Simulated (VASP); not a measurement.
Input of a VASP 6.6.1 run:

Contents of INCAR:

```
SYSTEM = Be4Ge3Pt
PREC = Accurate ; ENCUT = 600
EDIFF = 1E-7 ; ISMEAR = 0
SIGMA = 0.1 ; LREAL = .False.
LASPH = .True. ; NELM = 60
ALGO = Fast ; ISIF = 3
LWAVE = .False. ; LCHARG = .False.
GGA = PE ; IBRION = 2
NSW = 100 ; EDIFFG = -0.01
```

File KPOINTS:

```
Automatic mesh
0
Gamma
  8 8 8
  0 0 0
```

File POSCAR:

```
Be4Ge3Pt
1.0
    4.9924051085      0.0000000000      0.0000000000
    0.0000000000      4.9924051085      0.0000000000
    0.0000000000      0.0000000000      4.9924051085
Be Ge Pt
4 3 1
Direct
    0.3328549626      0.3328549626      0.3328549626
    0.3328549626      0.6671450374      0.6671450374
    0.6671450374      0.6671450374      0.3328549626
    0.6671450374      0.3328549626      0.6671450374
    0.5000000000      0.0000000000      0.0000000000
    0.0000000000      0.5000000000      0.0000000000
    0.0000000000      0.0000000000      0.5000000000
    0.0000000000      0.0000000000      0.0000000000
```

Potentials or basis: VASP PAW PBE potentials, release 64 (Be, Ge_d, Pt).

Command:

```console
$ cat potpaw_PBE.64/Be/POTCAR potpaw_PBE.64/Ge_d/POTCAR potpaw_PBE.64/Pt/POTCAR > POTCAR
$ mpirun -np 1 vasp_std > vasp.out
```

Task: What does it give for the relaxed cell?

Result: a = 4.995 Å, b = 4.995 Å, c = 4.995 Å, α = 90.00°, β = 90.00°, γ = 90.00°.

Task: Estimate the band gap on the k mesh.

Result: Zero (band 30 reaches 7.56 eV, above the bottom of band 31 at 4.89 eV).

Final structure:
```
Be Ge Pt
1.0
     4.99470    0.00000    0.00000
     0.00000    4.99470    0.00000
     0.00000    0.00000    4.99470
Be Ge Pt
4 3 1
Direct
  0.33359 0.33359 0.33359
  0.33359 0.66641 0.66641
  0.66641 0.66641 0.33359
  0.66641 0.33359 0.66641
  0.50000 0.00000 0.00000
  0.00000 0.50000 0.00000
  0.00000 0.00000 0.50000
  0.00000 0.00000 0.00000
```

Caveat: spin-orbit coupling is left out, which moves the levels of the heavy elements.
